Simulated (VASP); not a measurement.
## K: single point with LDA

Crystal: K.

```xyz
1
Lattice="10.6407 0.0000 0.0000 0.0000 10.6407 0.0000 0.0000 0.0000 3.8805" Properties=species:S:1:pos:R:3 pbc="T T T"
K     0.0000    0.0000    0.0000
```

This cell differs from its parent crystal: ratio of the length along z to the lengths across it x 0.85, volume and fractional coordinates fixed.

```
Program             : VASP 6.6.1
Task                : single point
Functional          : LDA
Potentials or basis : VASP PAW LDA potentials, release 64 (K_sv)
Cutoff              : 520 eV
k mesh              : 6 × 6 × 12
Occupations         : gaussian, width 0.15 eV
Spin                : no spin polarisation
```

```json
{"Pressure": "0.0 GPa", "Band gap on the k mesh": "zero (an odd number of electrons rules out a gap without spin polarisation)"}
```

Stress tensor (GPa, compression positive):
```
0.00 0.00 0.00
0.00 0.00 0.00
0.00 0.00 0.11
```

Levels at points of the mesh, in eV from the Fermi level:
| k point | band 1 | band 2 | band 3 | band 4 | band 5 | band 6 | band 7 | band 8 |
| --- | --- | --- | --- | --- | --- | --- | --- | --- |
| (0.00, 0.00, 0.00) | -32.26 | -15.98 | -15.98 | -15.85 | -0.78 | 1.28 | 1.28 | 1.85 |
| (0.50, 0.00, 0.00) | -32.26 | -15.98 | -15.98 | -15.85 | -0.76 | 1.01 | 1.32 | 2.02 |
| (0.50, 0.50, 0.00) | -32.26 | -15.98 | -15.98 | -15.85 | -0.74 | 1.06 | 1.06 | 2.03 |
| (0.00, 0.00, 0.50) | -32.25 | -16.08 | -15.96 | -15.96 | 1.78 | 2.02 | 2.32 | 2.32 |
| (0.50, 0.00, 0.50) | -32.25 | -16.08 | -15.96 | -15.96 | 1.80 | 2.05 | 2.28 | 2.32 |
| (0.50, 0.50, 0.50) | -32.25 | -16.08 | -15.96 | -15.96 | 1.82 | 2.08 | 2.29 | 2.29 |

Wall time 7.1 min on 1 thread of Intel(R) Xeon(R) Platinum 8259CL CPU @ 2.50GHz (Skylake/Cascade Lake), on a shared host, peak memory 0.5 GiB.
